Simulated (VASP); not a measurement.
Crystal: CdS (rocksalt type).

```xyz
2
Lattice="0.0000 2.5228 2.5228 2.5228 0.0000 2.5228 2.5228 2.5228 0.0000" Properties=species:S:1:pos:R:3 pbc="T T T"
Cd    0.0000    0.0000    0.0000
S     2.5228    2.5228    2.5228
```

* Program: VASP 6.6.1
* Task: relaxation of cell and atoms
* Functional: PBE
* Potentials or basis: VASP PAW PBE potentials, release 64 (Cd, S)
* Cutoff: 600 eV
* k mesh: 14 × 14 × 14
* Occupations: fermi-dirac, width 0.1 eV
* Spin: no spin polarisation

At the start: pressure 34.8 GPa; volume 16.06 Å³/atom.

**Question.** Where does the relaxation end?

**Answer.** Over 18 steps the energy falls by 406.1 meV/atom and the volume is 20.84 Å³/atom (+29.8 %); space group Fm-3m (No. 225, to 0.05 Å).

Step by step:
| step | energy change (eV) | largest force (eV/Å) | pressure (GPa) | volume (Å³) |
| --- | --- | --- | --- | --- |
| 1 | 0.0000 | 0.0000 | 34.79 | 32.11 |
| 2 | -0.4815 | 0.0000 | -9.21 | 51.20 |
| 3 | -0.8123 | 0.0000 | -0.12 | 41.76 |
| 4 | -0.8122 | 0.0000 | 0.24 | 41.55 |
| 5 | -0.8122 | 0.0000 | 0.27 | 41.55 |
| 6 | -0.8122 | 0.0000 | 0.25 | 41.56 |
| 7 | -0.8122 | 0.0000 | 0.25 | 41.56 |
| 8 | -0.8122 | 0.0000 | 0.25 | 41.56 |
| 9 | -0.8122 | 0.0000 | 0.25 | 41.56 |
| 10 | -0.8122 | 0.0000 | 0.25 | 41.56 |
| 11 | -0.8122 | 0.0000 | 0.25 | 41.56 |
| 12 | -0.8122 | 0.0000 | 0.26 | 41.56 |
| 13 | -0.8122 | 0.0000 | 0.26 | 41.56 |
| 14 | -0.8122 | 0.0000 | 0.24 | 41.57 |
| 15 | -0.8122 | 0.0000 | 0.23 | 41.57 |
| 16 | -0.8122 | 0.0000 | 0.20 | 41.59 |
| 17 | -0.8122 | 0.0000 | 0.13 | 41.62 |
| 18 | -0.8123 | 0.0000 | 0.03 | 41.69 |

Final structure:
```cif
data_structure
_symmetry_space_group_name_H-M 'P 1'
_symmetry_Int_Tables_number 1
_cell_length_a 3.8920
_cell_length_b 3.8920
_cell_length_c 3.8920
_cell_angle_alpha 60.000
_cell_angle_beta 60.000
_cell_angle_gamma 60.000
_cell_volume 41.69
loop_
_atom_site_label
_atom_site_type_symbol
_atom_site_fract_x
_atom_site_fract_y
_atom_site_fract_z
_atom_site_occupancy
Cd1 Cd 0.00000 0.00000 0.00000 1
S1 S 0.50000 0.50000 0.50000 1
```

Caveat: the volume moved by over 15 % at a fixed basis, so the end points are rough.
